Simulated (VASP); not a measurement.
# Al (Immm) in VASP: notebook

Al is run at these levels: PBE+D3(BJ); tasks: single point.

Program: VASP 6.6.1. These are calculated values, not measurements. Logs are shortened: lines on timing, memory, paths and dates and some standing lists are left out, and cuts for length are marked.

### Step 1. The cell of the first run

It takes space group Immm (No. 71, orthorhombic). The conventional cell has a = 2.760 Å, b = 2.873 Å, c = 3.983 Å, α = 90.00°, β = 90.00°, γ = 90.00°. Al (site symmetry mmm) has 12 Al at 2.76 to 2.87 Å within 3.6 Å.

### Step 2. Single point, PBE+D3(BJ) (strain -0.0400 x Voigt [0, 0, 0, 0, 0, 1])

The input, INCAR:

```
ALGO = Fast
EDIFF = 1E-6
ENCUT = 520
GGA = PE
ISIF = 2
ISMEAR = 0
IVDW = 12
LASPH = T
LCHARG = F
LREAL = F
LWAVE = F
NBANDS = 8
NELM = 100
PREC = Accurate
SIGMA = 0.15
```

The input, KPOINTS:

```
k-points
0
Gamma
  26 26 26
```

The input, POSCAR:

```
Al
1.0
   -0.0398272566      1.9913628292      1.9913628292
    1.9913628292     -0.0398272566      1.9913628292
    1.9515355726      1.9515355726      0.0000000000
Al
1
Direct
    0.0000000000      0.0000000000      0.0000000000
```

Potentials or basis: VASP PAW PBE potentials, release 64 (Al).

On the command line:

```sh
$ cat potpaw_PBE.64/Al/POTCAR > POTCAR
$ mpirun -np 1 vasp_std > vasp.out
```

OUTCAR:

```text
EDIFF = 1E-6
   ENCUT = 520
   GGA = PE
   ISIF = 2
   ISMEAR = 0
   IVDW = 12
   LASPH = T
   LREAL = F
   NELM = 100
   PREC = Accurate
 IVDW          = 12

 ion  position               nearest neighbor table
   1  0.000  0.000  0.000-

  LATTYP: Found a body centered orthorhombic cell.
 ALAT       =     2.7598880742
 B/A-ratio  =     1.0408163265
 C/A-ratio  =     1.4430750637

  Lattice vectors:

 A1 = (   0.0398272566,  -1.9913628292,  -1.9913628292)
 A2 = (  -0.0398272566,   1.9913628292,  -1.9913628292)
 A3 = (   1.9913628292,  -0.0398272566,   1.9913628292)

Analysis of symmetry for initial positions (statically):
=====================================================================
 Subroutine PRICEL returns:
 Original cell was already a primitive cell.

 Routine SETGRP: Setting up the symmetry group for a
 body centered orthorhombic supercell.

 Subroutine GETGRP returns: Found  8 space group operations
 (whereof  8 operations were pure point group operations)
 out of a pool of  8 trial point group operations.

The static configuration has the point symmetry D_2h.

Analysis of symmetry for dynamics (positions and initial velocities):
=====================================================================
 Subroutine PRICEL returns:
 Original cell was already a primitive cell.

 Routine SETGRP: Setting up the symmetry group for a
 body centered orthorhombic supercell.

 Subroutine GETGRP returns: Found  8 space group operations
 (whereof  8 operations were pure point group operations)
 out of a pool of  8 trial point group operations.

The dynamic configuration has the point symmetry D_2h.

 Subroutine INISYM returns: Found  8 space group operations
 (whereof  8 operations are pure point group operations),
 and found     1 'primitive' translations

----------------------------------------------------------------------------------------

                                     Primitive cell

  volume of cell :      15.7873

  direct lattice vectors                    reciprocal lattice vectors
    -0.039827257  1.991362829  1.991362829    -0.246161107  0.246161107  0.251084329
     1.991362829 -0.039827257  1.991362829     0.246161107 -0.246161107  0.251084329
     1.951535573  1.951535573  0.000000000     0.256208499  0.256208499 -0.251084329

  length of vectors
     2.816493928  2.816493928  2.759888074     0.429224791  0.429224791  0.440827552

  position of ions in fractional coordinates (direct lattice)
     0.000000000  0.000000000  0.000000000

  ion indices of the primitive-cell ions
   primitive index   ion index
                 1           1

----------------------------------------------------------------------------------------

 KPOINTS: k-points

Automatic generation of k-mesh.
 Grid dimensions read from file:
 generate k-points for:   26   26   26

 Generating k-lattice:

  Cartesian coordinates                     Fractional coordinates (reciprocal lattice)
    -0.009467735  0.009467735  0.009657090     0.038461538  0.000000000  0.000000000
     0.009467735 -0.009467735  0.009657090     0.000000000  0.038461538  0.000000000
     0.009854173  0.009854173 -0.009657090     0.000000000  0.000000000  0.038461538

  Length of vectors
     0.016508646  0.016508646  0.016954906

  Shift w.r.t. Gamma in fractional coordinates (k-lattice)
     0.000000000  0.000000000  0.000000000

 Subroutine IBZKPT returns following result:
 ===========================================

 Found   2471 irreducible k-points:

 Following reciprocal coordinates:
            Coordinates               Weight
  0.000000  0.000000  0.000000      1.000000
  0.038462 -0.000000  0.000000      4.000000
  0.076923 -0.000000  0.000000      4.000000
  0.115385  0.000000  0.000000      4.000000
  0.153846 -0.000000  0.000000      4.000000
  0.192308 -0.000000  0.000000      4.000000
[... 16 lines left out ...]
  0.346154  0.038462  0.000000      4.000000
  0.384615  0.038462  0.000000      4.000000
 [... further k-points ...]
   k-points           NKPTS =   2471   k-points in BZ     NKDIM =   2471   number of bands    NBANDS=      8
   number of dos      NEDOS =    301   number of ions     NIONS =      1
   total plane-waves  NPLWV =  13824
   dimension x,y,z NGX =    24 NGY =   24 NGZ =   24
   dimension x,y,z NGXF=    48 NGYF=   48 NGZF=   48
   ions per type =               1
   NGX,Y,Z   is equivalent  to a cutoff of  14.17, 14.17, 14.46 a.u.
   NGXF,Y,Z  is equivalent  to a cutoff of  28.33, 28.33, 28.91 a.u.
 SYSTEM =  unknown system
   PREC   = accura    normal or accurate (medium, high low for compatibility)
   ISTART =      0    job   : 0-new  1-cont  2-samecut
   ICHARG =      2    charge: 1-file 2-atom 10-const
   ISPIN  =      1    spin polarized calculation?
   LNONCOLLINEAR =      F non collinear calculations
   LSORBIT =      F    spin-orbit coupling
   LASPH  =      T    aspherical Exc in radial PAW
   ENCUT  =  520.0 eV  38.22 Ry    6.18 a.u.   5.24  5.24  5.13*2*pi/ulx,y,z
   NELM   =    100;   NELMIN=  2; NELMDL= -5     # of ELM steps
   EDIFF  = 0.1E-05   stopping-criterion for ELM
   LREAL  =      F    real-space projection
   EDIFFG = 0.1E-04   stopping-criterion for IOM
   NSW    =      0    number of steps for IOM
   IBRION =     -1    ionic relax: 0-MD 1-quasi-New 2-CG
   NFREE  =      0    steps in history (QN), initial steepest desc. (CG)
   ISIF   =      2    stress and relaxation
   ISYM   =      2    0-nonsym 1-usesym 2-fastsym
   POTIM  = 0.5000    time-step for ionic-motion
   TEBEG  =    0.0;   TEEND  =   0.0 temperature during run
   PSTRESS=    0.0 pullay stress
   NELECT =       3.0000    total number of electrons
   NUPDOWN=      -1.0000    fix difference up-down
   EMIN   =  10.00;   EMAX   =-10.00  energy-range for DOS
   EFERMI =   0.00;   METHOD = LEGACY
   ISMEAR =     0;   SIGMA  =   0.15  broadening in eV -4-tet -1-fermi 0-gaus
   EFERMI_NEDOS =   21; number of points for ismear=-14 and -15
   IALGO  =     68    algorithm
   IMIX   =      4    mixing-type and parameters
     AMIX     =   0.40;   BMIX     =  1.00
     AMIX_MAG =   1.60;   BMIX_MAG =  1.00
  volume/ion in A,a.u.               =      15.79       106.54
  Fermi-wavevector in a.u.,A,eV,Ry     =   0.941195  1.778600 12.052685  0.885847
  Thomas-Fermi vector in A             =   2.068681
   LORBIT       =      0    0 simple, 1 ext, 2 COOP (PROOUT), +10 PAW based schemes
   GGA     = PE    functional components
   LHFCALC =     F    Hartree Fock is set to
   AEXX    =    0.0000 exact exchange contribution
   IVDW    =    12    specifies the selected vdW correction
   LEPSILON=     F    determine dielectric tensor
   LRPA    =     F    only Hartree local field effects (RPA)
 non-spin polarized calculation
 RMM-DIIS sequential band-by-band and
 Gauss-broadening in eV      SIGMA  =   0.15
  energy-cutoff  :      520.00
  volume of cell :       15.79
 maximum number of plane-waves:       439
 NGX is ok and might be reduce to    24
   NGX = 11   NGY = 11   NGZ = 11

 number of electron       3.0000000 magnetization

 Free energy of the ion-electron system (eV)
  ---------------------------------------------------
  ext. energy  EPLUGINS =         0.00000000
  ---------------------------------------------------
  free energy    TOTEN  =        -3.73763421 eV

  energy without entropy =       -3.73346785  energy(sigma->0) =       -3.73555103

 E-fermi :   8.4796     XC(G=0): -10.3567

 val. band max:        8.4776206997   @ k =   0.4615  -0.0000   0.4231
 cond. band min:       8.4823534988   @ k =  -0.3077   0.1154   0.5000
 fundamental gap:      0.0047327991
 Fermi energy:         8.4795779018

 k-point     1 :       0.0000    0.0000    0.0000
  band No.  band energies     occupation
      1      -2.9753      2.00000
      2      20.6986      0.00000
      3      21.2920      0.00000
      4      22.0024      0.00000
      5      22.4580      0.00000
      6      22.9374      0.00000
      7      23.9034      0.00000
      8      25.5155      0.00000

 k-point     2 :       0.0385   -0.0000    0.0000
  band No.  band energies     occupation
      1      -2.9350      2.00000
      2      19.9391      0.00000
      3      20.9827      0.00000
      4      21.8653      0.00000
      5      22.8209      0.00000
      6      23.4296      0.00000
      7      24.1020      0.00000
      8      25.7754      0.00000

 k-point     3 :       0.0769   -0.0000    0.0000
  band No.  band energies     occupation
      1      -2.8141      2.00000
      2      18.4704      0.00000
      3      20.6567      0.00000
      4      21.5640      0.00000
      5      23.2489      0.00000
      6      24.0167      0.00000
      7      24.5816      0.00000
      8      26.6878      0.00000

 k-point     4 :       0.1154    0.0000    0.0000
  band No.  band energies     occupation
      1      -2.6128      2.00000
      2      16.9057      0.00000
      3      20.3370      0.00000
      4      21.2314      0.00000
      5      23.5804      0.00000
      6      24.3892      0.00000
      7      25.1686      0.00000
      8      26.7711      0.00000

 k-point     5 :       0.1538   -0.0000    0.0000
  band No.  band energies     occupation
      1      -2.3315      2.00000
      2      15.3459      0.00000
      3      20.0524      0.00000
      4      20.9242      0.00000
      5      23.6544      0.00000
      6      24.8031      0.00000
      7      25.4956      0.00000
      8      26.1430      0.00000

 k-point     6 :       0.1923   -0.0000    0.0000
  band No.  band energies     occupation
      1      -1.9707      2.00000
      2      13.8200      0.00000
      3      19.8187      0.00000
      4      20.6641      0.00000
      5      23.5935      0.00000
      6      24.6811      0.00000
      7      25.0257      0.00000
      8      26.2302      0.00000

 k-point     7 :       0.2308    0.0000    0.0000
  band No.  band energies     occupation
      1      -1.5309      2.00000
      2      12.3409      0.00000
      3      19.6432      0.00000
      4      20.4600      0.00000
      5      23.4940      0.00000
      6      24.0649      0.00000
      7      24.3436      0.00000
      8      26.9525      0.00000
[... 133 lines left out ...]
 k-point    20 :       0.2308    0.0385    0.0000
  band No.  band energies     occupation
      1      -1.6422      2.00000
      2      12.8339      0.00000
      3      19.7627      0.00000
      4      20.3572      0.00000
      5      23.1159      0.00000
      6      23.7602      0.00000
      7      25.3466      0.00000
      8      25.5277      0.00000

 k-point    21 :       0.2692    0.0385    0.0000
  band No.  band energies     occupation
      1      -1.1490      2.00000
      2      11.3922      0.00000
      3      19.5930      0.00000
      4      20.2254      0.00000
      5      22.4426      0.00000
      6      23.6658      0.00000
      7      24.6830      0.00000
      8      26.3366      0.00000

 k-point    22 :       0.3077    0.0385    0.0000
  band No.  band energies     occupation
      1      -0.5783      2.00000
      2      10.0075      0.00000
      3      19.4879      0.00000
      4      20.1428      0.00000
      5      21.7646      0.00000
      6      23.6504      0.00000
      7      24.0501      0.00000
      8      26.9514      0.00000

 k-point    23 :       0.3462    0.0385    0.0000
  band No.  band energies     occupation
      1       0.0691      2.00000
      2       8.6836      0.05441
      3      19.4482      0.00000
      4      20.1054      0.00000
      5      21.1493      0.00000
      6      23.4670      0.00000
      7      23.6923      0.00000
      8      26.7361      0.00000

 k-point    24 :       0.3846    0.0385    0.0000
  band No.  band energies     occupation
      1       0.7921      2.00000
      2       7.4232      2.00000
      3      19.4745      0.00000
      4      20.0680      0.00000
      5      20.6572      0.00000
      6      22.9419      0.00000
      7      23.7953      0.00000
      8      26.2468      0.00000

 [... further k-points ...]

------------------------ aborting loop because EDIFF is reached ----------------------------------------

 Edisp (eV)   -0.35216

 E8    (eV) :    -0.1576

  FORCE on cell =-STRESS in cart. coord.  units (eV):
  Direction    XX          YY          ZZ          XY          YZ          ZX
  --------------------------------------------------------------------------------------
  -------------------------------------------------------------------------------------
  Total       0.02491     0.02491    -0.00674     0.17391     0.00000     0.00000
  in kB       2.52768     2.52768    -0.68418    17.64937     0.00000     0.00000
  external pressure =        1.46 kB  Pullay stress =        0.00 kB

 VOLUME and BASIS-vectors are now :
 -----------------------------------------------------------------------------
  energy-cutoff  :      520.00
  volume of cell :       15.79
      direct lattice vectors                 reciprocal lattice vectors
    -0.039827257  1.991362829  1.991362829    -0.246161107  0.246161107  0.251084329
     1.991362829 -0.039827257  1.991362829     0.246161107 -0.246161107  0.251084329
     1.951535573  1.951535573  0.000000000     0.256208499  0.256208499 -0.251084329

 POSITION                                       TOTAL-FORCE (eV/Angst)
 -----------------------------------------------------------------------------------
      0.00000      0.00000      0.00000         0.000000      0.000000      0.000000
 -----------------------------------------------------------------------------------
    total drift:                                0.000000     -0.000000      0.000000

  FREE ENERGIE OF THE ION-ELECTRON SYSTEM (eV)
  ---------------------------------------------------
  free  energy   TOTEN  =        -4.0897978704 eV

  energy  without entropy=       -4.0856315112  energy(sigma->0) =       -4.08771469
```

Run time: 2.8 min. Hardware: 1 thread of Intel Xeon 6975P-C, shared host; peak memory 0.38 GiB.

What came out:

| Quantity | Value |
| --- | --- |
| Free energy | -4.0898 eV |
| Pressure | 0.1 GPa |
| Dispersion energy per atom | -0.352 eV |

Stress tensor (GPa, compression positive):
```
 0.25  1.76  0.00
 1.76  0.25  0.00
 0.00  0.00 -0.07
```

Caveat: the cell differs from its parent crystal (strain -0.0400 x Voigt [0, 0, 0, 0, 0, 1]); pairwise dispersion overbinds metals, which lowers pressure and volume.

### Step 3. Single point, PBE+D3(BJ) (strain +0.0300 x Voigt [0, 0, 0, 0, 0, 1])

The input, INCAR:

```
PREC = Accurate
ENCUT = 520
EDIFF = 1E-6
ISMEAR = 0
SIGMA = 0.15
LREAL = False
LASPH = True
NELM = 80
ALGO = Fast
ISIF = 2
LWAVE = False
LCHARG = False
GGA = PE
IVDW = 12
NBANDS = 8
```

The input, KPOINTS:

```
regular mesh
0
Gamma
  26 26 26
```

The input, POSCAR:

```
Al
1.0
    0.0298704424      1.9913628292      1.9913628292
    1.9913628292      0.0298704424      1.9913628292
    2.0212332716      2.0212332716      0.0000000000
Al
1
Direct
    0.0000000000      0.0000000000      0.0000000000
```

Potentials or basis: VASP PAW PBE potentials, release 64 (Al).

On the command line:

```sh
$ cat potpaw_PBE.64/Al/POTCAR > POTCAR
$ mpirun -np 1 vasp_std > vasp.out
```

Wall time 2.6 min (1 thread of Intel Xeon 6975P-C, shared host); peak memory 0.38 GiB.

The run converged. Its results:

```yaml
Free_energy: -4.0914 eV
Pressure: 0.1 GPa
Dispersion_energy_per_atom: -0.352 eV
```

Stress tensor (GPa, compression positive):
```
 0.12 -1.42  0.00
-1.42  0.12  0.00
 0.00  0.00 -0.04
```

Levels at points of the mesh, in eV from the Fermi level:
| k point | band 1 | band 2 | band 3 | band 4 | band 5 |
| --- | --- | --- | --- | --- | --- |
| (0.00, 0.00, 0.00) | -11.45 | 12.37 | 12.83 | 13.35 | 14.15 |
| (0.50, 0.00, 0.00) | -4.70 | -4.26 | 11.23 | 11.50 | 11.73 |
| (0.50, 0.50, 0.00) | -3.04 | -1.63 | 5.20 | 5.24 | 6.36 |
| (0.00, 0.00, 0.50) | -4.86 | -4.64 | 11.56 | 11.98 | 12.10 |
| (0.50, 0.00, 0.50) | -3.04 | -1.62 | 5.26 | 5.80 | 5.80 |

Caveat: the cell differs from its parent crystal (strain +0.0300 x Voigt [0, 0, 0, 0, 0, 1]); pairwise dispersion overbinds metals, which lowers pressure and volume.

[end of part 1 of 2]
